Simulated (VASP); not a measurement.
# LiYRh (P-6m2) in VASP: further runs, part 2 of 2

VASP 6.6.1. Earlier steps stand in the parts before.

**4. Relaxation of cell and atoms, PBE**

This run uses another cell than the first one, of 18.73 Å³/atom.

Contents of INCAR:

```
SYSTEM = LiYRh
ALGO = Fast
EDIFF = 1E-6
EDIFFG = -0.01
ENCUT = 600
GGA = PE
IBRION = 2
ISIF = 3
ISMEAR = 0
LASPH = .True.
LCHARG = .False.
LREAL = .False.
LWAVE = .False.
NELM = 60
NSW = 100
PREC = Accurate
SIGMA = 0.1
```

Contents of KPOINTS:

```
k-points
0
Gamma
  12 12 14
  0 0 0
```

Contents of POSCAR:

```
LiYRh
1.0
    4.3876261042      0.0000000000      0.0000000000
   -2.1938130521      3.7997956685      0.0000000000
    0.0000000000      0.0000000000      3.3700382118
Li Y Rh
1 1 1
Direct
    0.6666666667      0.3333333333      0.5000000000
    0.0000000000      0.0000000000      0.0000000000
    0.3333333333      0.6666666667      0.5000000000
```

Potentials or basis: VASP PAW PBE potentials, release 64 (Li_sv, Y_sv, Rh_pv).

The run is started by

```bash
> cat potpaw_PBE.64/Li_sv/POTCAR potpaw_PBE.64/Y_sv/POTCAR potpaw_PBE.64/Rh_pv/POTCAR > POTCAR
> mpirun -np 1 vasp_std > vasp.out
```

OUTCAR:

```text
SYSTEM = LiYRh
   EDIFF = 1E-6
   EDIFFG = -0.01
   ENCUT = 600
   GGA = PE
   IBRION = 2
   ISIF = 3
   ISMEAR = 0
   LASPH = .True.
   LREAL = .False.
   NELM = 60
   NSW = 100
   PREC = Accurate

 ion  position               nearest neighbor table
   1  0.667  0.333  0.500-   3 2.53   3 2.53   3 2.53   2 3.04   2 3.04   2 3.04   2 3.04   2 3.04
                             2 3.04
   2  0.000  0.000  0.000-   1 3.04   3 3.04   1 3.04   3 3.04   3 3.04   3 3.04   1 3.04   1 3.04
                             1 3.04   1 3.04   3 3.04   3 3.04
   3  0.333  0.667  0.500-   1 2.53   1 2.53   1 2.53   2 3.04   2 3.04   2 3.04   2 3.04   2 3.04
                             2 3.04

  LATTYP: Found a hexagonal cell.
 ALAT       =     4.3876261042
 C/A-ratio  =     0.7680778015

  Lattice vectors:

 A1 = (   4.3876261042,   0.0000000000,   0.0000000000)
 A2 = (  -2.1938130521,   3.7997956685,   0.0000000000)
 A3 = (   0.0000000000,   0.0000000000,   3.3700382118)

Analysis of symmetry for initial positions (statically):
=====================================================================
 Subroutine PRICEL returns:
 Original cell was already a primitive cell.

 Routine SETGRP: Setting up the symmetry group for a
 hexagonal supercell.

 Subroutine GETGRP returns: Found 12 space group operations
 (whereof 12 operations were pure point group operations)
 out of a pool of 24 trial point group operations.

The static configuration has the point symmetry D_3h.

Analysis of symmetry for dynamics (positions and initial velocities):
=====================================================================
 Subroutine PRICEL returns:
 Original cell was already a primitive cell.

 Routine SETGRP: Setting up the symmetry group for a
 hexagonal supercell.

 Subroutine GETGRP returns: Found 12 space group operations
 (whereof 12 operations were pure point group operations)
 out of a pool of 24 trial point group operations.

The dynamic configuration has the point symmetry D_3h.

 Subroutine INISYM returns: Found 12 space group operations
 (whereof 12 operations are pure point group operations),
 and found     1 'primitive' translations

----------------------------------------------------------------------------------------

                                     Primitive cell

  volume of cell :      56.1856

  direct lattice vectors                    reciprocal lattice vectors
     4.387626104  0.000000000  0.000000000     0.227913677  0.131586023  0.000000000
    -2.193813052  3.799795668  0.000000000     0.000000000  0.263172046  0.000000000
     0.000000000  0.000000000  3.370038212     0.000000000  0.000000000  0.296732540

  length of vectors
     4.387626104  4.387626104  3.370038212     0.263172046  0.263172046  0.296732540

  position of ions in fractional coordinates (direct lattice)
     0.666666667  0.333333333  0.500000000
     0.000000000  0.000000000  0.000000000
     0.333333333  0.666666667  0.500000000

  ion indices of the primitive-cell ions
   primitive index   ion index
                 1           1
                 2           2
                 3           3

[... 53 lines left out ...]
   k-points           NKPTS =    152   k-points in BZ     NKDIM =    152   number of bands    NBANDS=     18
   number of dos      NEDOS =    301   number of ions     NIONS =      3
   total plane-waves  NPLWV =  36288
   dimension x,y,z NGX =    36 NGY =   36 NGZ =   28
   dimension x,y,z NGXF=    72 NGYF=   72 NGZF=   56
   ions per type =               1   1   1
   NGX,Y,Z   is equivalent  to a cutoff of  13.64, 13.64, 13.81 a.u.
   NGXF,Y,Z  is equivalent  to a cutoff of  27.28, 27.28, 27.63 a.u.
 SYSTEM =  LiYRh
   PREC   = accura    normal or accurate (medium, high low for compatibility)
   ISTART =      0    job   : 0-new  1-cont  2-samecut
   ICHARG =      2    charge: 1-file 2-atom 10-const
   ISPIN  =      1    spin polarized calculation?
   LNONCOLLINEAR =      F non collinear calculations
   LSORBIT =      F    spin-orbit coupling
   LASPH  =      T    aspherical Exc in radial PAW
   ENCUT  =  600.0 eV  44.10 Ry    6.64 a.u.   8.76  8.76  6.73*2*pi/ulx,y,z
   NELM   =     60;   NELMIN=  2; NELMDL= -5     # of ELM steps
   EDIFF  = 0.1E-05   stopping-criterion for ELM
   LREAL  =      F    real-space projection
   EDIFFG = -.1E-01   stopping-criterion for IOM
   NSW    =    100    number of steps for IOM
   IBRION =      2    ionic relax: 0-MD 1-quasi-New 2-CG
   NFREE  =      1    steps in history (QN), initial steepest desc. (CG)
   ISIF   =      3    stress and relaxation
   ISYM   =      2    0-nonsym 1-usesym 2-fastsym
   POTIM  = 0.5000    time-step for ionic-motion
   TEBEG  =    0.0;   TEEND  =   0.0 temperature during run
   PSTRESS=    0.0 pullay stress
   NELECT =      29.0000    total number of electrons
   NUPDOWN=      -1.0000    fix difference up-down
   EMIN   =  10.00;   EMAX   =-10.00  energy-range for DOS
   EFERMI =   0.00;   METHOD = LEGACY
   ISMEAR =     0;   SIGMA  =   0.10  broadening in eV -4-tet -1-fermi 0-gaus
   EFERMI_NEDOS =   21; number of points for ismear=-14 and -15
   IALGO  =     68    algorithm
   IMIX   =      4    mixing-type and parameters
     AMIX     =   0.40;   BMIX     =  1.00
     AMIX_MAG =   1.60;   BMIX_MAG =  1.00
  volume/ion in A,a.u.               =      18.73       126.39
  Fermi-wavevector in a.u.,A,eV,Ry     =   1.313205  2.481598 23.463355  1.724508
  Thomas-Fermi vector in A             =   2.443544
   LORBIT       =      0    0 simple, 1 ext, 2 COOP (PROOUT), +10 PAW based schemes
   GGA     = PE    functional components
   LHFCALC =     F    Hartree Fock is set to
   AEXX    =    0.0000 exact exchange contribution
   IVDW    =     0    specifies the selected vdW correction
   LEPSILON=     F    determine dielectric tensor
   LRPA    =     F    only Hartree local field effects (RPA)
 conjugate gradient relaxation of ions
 non-spin polarized calculation
 RMM-DIIS sequential band-by-band and
 Gauss-broadening in eV      SIGMA  =   0.10
  energy-cutoff  :      600.00
  volume of cell :       56.19
 maximum number of plane-waves:      1910
 NGX is ok and might be reduce to    36
   NGX = 17   NGY = 17   NGZ = 13

--------------------------------------- Ionic step        1  -------------------------------------------

 number of electron      28.9999999 magnetization

 Free energy of the ion-electron system (eV)
  ---------------------------------------------------
  ext. energy  EPLUGINS =         0.00000000
  ---------------------------------------------------
  free energy    TOTEN  =       -16.82376297 eV

  energy without entropy =      -16.81878979  energy(sigma->0) =      -16.82127638

------------------------ aborting loop EDIFF was not reached (unconverged)  ----------------------------

  FORCE on cell =-STRESS in cart. coord.  units (eV):
  Direction    XX          YY          ZZ          XY          YZ          ZX
  --------------------------------------------------------------------------------------
  -------------------------------------------------------------------------------------
  Total       -0.2572707     -0.2572707      0.2617748      0.0000000     -0.0000000      0.0000000
  in kB       -7.3362858     -7.3362858      7.4647226      0.0000000     -0.0000000      0.0000000
  external PRESSURE =      -2.4026164 kB  Pullay stress =       0.0000000 kB
[... 209 lines left out ...]
--------------------------------------- Ionic step        7  -------------------------------------------

 number of electron      29.0000000 magnetization

 Free energy of the ion-electron system (eV)
  ---------------------------------------------------
  ext. energy  EPLUGINS =         0.00000000
  ---------------------------------------------------
  free energy    TOTEN  =       -16.82713928 eV

  energy without entropy =      -16.82208599  energy(sigma->0) =      -16.82461264

 E-fermi :   5.0083     XC(G=0): -10.5062

 val. band max:        4.9787194862   @ k =   0.2500   0.0833   0.1429
 cond. band min:       5.0165058385   @ k =   0.2500   0.1667   0.5000
 fundamental gap:      0.0377863524
 Fermi energy:         5.0082821957

 k-point     1 :       0.0000    0.0000    0.0000
  band No.  band energies     occupation
      1     -40.6494      2.00000
      2     -40.6494      2.00000
      3     -40.5926      2.00000
      4     -40.4243      2.00000
      5     -37.4448      2.00000
      6     -17.4290      2.00000
[... 481 lines left out ...]
      5     -37.4383      2.00000
      6     -17.4779      2.00000
[... 10 lines left out ...]
     17       6.5514      0.00000
     18       8.2846      0.00000

 [... further k-points ...]

------------------------ aborting loop because EDIFF is reached ----------------------------------------

  FORCE on cell =-STRESS in cart. coord.  units (eV):
  Direction    XX          YY          ZZ          XY          YZ          ZX
  --------------------------------------------------------------------------------------
  -------------------------------------------------------------------------------------
  Total       -0.0200606     -0.0200606     -0.0022397      0.0000000     -0.0000000     -0.0000000
  in kB       -0.5727046     -0.5727046     -0.0639420      0.0000000     -0.0000000     -0.0000000
  external PRESSURE =      -0.4031171 kB  Pullay stress =       0.0000000 kB
[... 18 lines left out ...]
  FREE ENERGIE OF THE ION-ELECTRON SYSTEM (eV)
  ---------------------------------------------------
  free  energy   TOTEN  =       -16.8271392808 eV

  energy  without entropy=      -16.8220859920  energy(sigma->0) =      -16.82461264

 reached required accuracy - stopping structural energy minimisation
```

Wall time 14 min (1 thread of Intel Xeon 6975P-C (Granite Rapids), shared host); peak memory 0.43 GiB.

Results:

| Item | Value |
| --- | --- |
| Free energy | -16.8271 eV |
| Relaxed volume | 18.71 Å³/atom |
| Relaxed cell | a = 4.359 Å, b = 4.359 Å, c = 3.410 Å, α = 90.00°, β = 90.00°, γ = 120.00° |
| Space group after relaxing (to 0.1 Å) | P-6m2 (No. 187) |
| Energy gained by relaxing | 1.1 meV/atom |
| Ionic steps | 7 |
| Pressure after relaxing | 0.0 GPa |
| Band gap on the k mesh | zero (an odd number of electrons rules out a gap without spin polarisation) |

Step by step:
| step | energy change (eV) | largest force (eV/Å) | pressure (GPa) | volume (Å³) |
| --- | --- | --- | --- | --- |
| 1 | 0.0000 | 0.0000 | -0.24 | 56.19 |
| 2 | -0.0024 | 0.0000 | 0.19 | 55.96 |
| 3 | -0.0027 | 0.0000 | 0.35 | 55.87 |
| 4 | -0.0028 | 0.0000 | 0.13 | 55.71 |
| 5 | -0.0028 | 0.0000 | 0.50 | 55.72 |
| 6 | -0.0029 | 0.0000 | 0.36 | 55.80 |
| 7 | -0.0034 | 0.0000 | -0.04 | 56.12 |

Final structure:
```
Li Y Rh
1.0
     4.35925    0.00000    0.00000
    -2.17962    3.77522    0.00000
     0.00000    0.00000    3.41012
Li Y Rh
1 1 1
Direct
  0.66667 0.33333 0.50000
  0.00000 0.00000 0.00000
  0.33333 0.66667 0.50000
```

Levels at points of the mesh, in eV from the Fermi level:
```
           k point  band 11  band 12  band 13  band 14  band 15  band 16  band 17  band 18
(0.00, 0.00, 0.00)    -2.29    -2.29    -1.33    -1.33     0.83     0.83     1.23     4.42
(0.50, 0.00, 0.00)    -2.12    -1.72    -1.49    -1.38    -1.23     1.51     2.18     3.25
(0.00, 0.00, 0.50)    -2.40    -2.40    -2.39    -2.33     0.77     2.78     2.78     3.69
(0.50, 0.00, 0.50)    -1.99    -1.70    -1.49     0.02     0.18     0.53     1.28     1.38
```

Caveat: the cutoff is under 1.25 times the usual one of these potentials, so pressure, stress and relaxed cells hold a basis-set (Pulay) error.

**5. Overview**

```csv
task,cell,k mesh,cutoff (eV),gap on the mesh (eV)
single point,"a = 3.817, b = 3.817, c = 4.167 Å, angles 90.0, 90.0, 120.0°, 3 atoms",6 × 6 × 4,520,none
single point,"a = 4.359, b = 4.359, c = 3.416 Å, angles 90.0, 90.0, 120.0°, 3 atoms",12 × 12 × 14,520,none
relaxation of cell and atoms,"relaxed from a = 4.388, b = 4.388, c = 3.370 Å, angles 90.0, 90.0, 120.0°, 3 atoms",12 × 12 × 14,600,none
```

Alike in all rows: level PBE; potentials or basis VASP PAW PBE potentials, release 64 (Li_sv, Y_sv, Rh_pv); no spin polarisation; smearing gaussian 0.1 eV.

Caveats: some runs use coarse meshes; the cutoff is under 1.25 times the usual one of these potentials, so pressure, stress and relaxed cells hold a basis-set (Pulay) error.

Absolute energies hang on the potentials; compare differences alone.
